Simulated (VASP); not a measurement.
H: single point with PBE

Crystal: H.

```xyz
2
Lattice="5.4326 0.0000 0.0000 -2.7163 4.7048 0.0000 0.0000 0.0000 4.2806" Properties=species:S:1:pos:R:3 pbc="T T T"
H     0.0000    3.1365    1.0701
H     2.7163    1.5683    3.2104
```

- Program: VASP 6.6.1
- Task: single point
- Functional: PBE
- Potentials or basis: VASP PAW PBE potentials, release 64 (H)
- Cutoff: 520 eV
- k mesh: 6 × 6 × 6
- Occupations: gaussian, width 0.05 eV
- Spin: collinear spin
- Starting moments: [1.05, 1.05] μB

* Pressure: 0.0 GPa
* Band gap on the k mesh: 6.77 eV (least direct gap 7.24 eV)
* Net moment: 2.00 μB per cell
* Site moments: H +0.38 μB
* Valence electrons inside the program's atomic spheres: H 0.38

Levels at points of the mesh, in eV from the valence-band top:
Spin up:
```csv
k point,band 1,band 2,band 3,band 4,band 5,band 6,band 7
"(0.00, 0.00, 0.00)",-1.01,0.00,7.81,9.89,9.89,10.87,10.87
"(0.50, 0.00, 0.00)",-0.65,-0.33,6.95,8.67,9.15,11.56,12.42
"(0.00, 0.00, 0.50)",-0.39,-0.39,7.96,7.96,11.63,11.63,11.63
"(0.50, 0.00, 0.50)",-0.33,-0.33,7.70,7.70,9.96,9.96,10.65
```
Spin down:
| k point | band 1 | band 2 | band 3 |
| --- | --- | --- | --- |
| (0.00, 0.00, 0.00) | 9.58 | 15.46 | 15.46 |
| (0.50, 0.00, 0.00) | 10.37 | 12.47 | 14.58 |
| (0.00, 0.00, 0.50) | 11.61 | 11.61 | 17.47 |
| (0.50, 0.00, 0.50) | 12.40 | 12.40 | 14.39 |

It took 39 s on 1 thread of Intel(R) Xeon(R) 6975P-C (Granite Rapids) (shared host), peak memory 0.26 GiB.

Caveat: the nearest neighbours stand farther apart than a usual bond. A k mesh can miss the band edges.
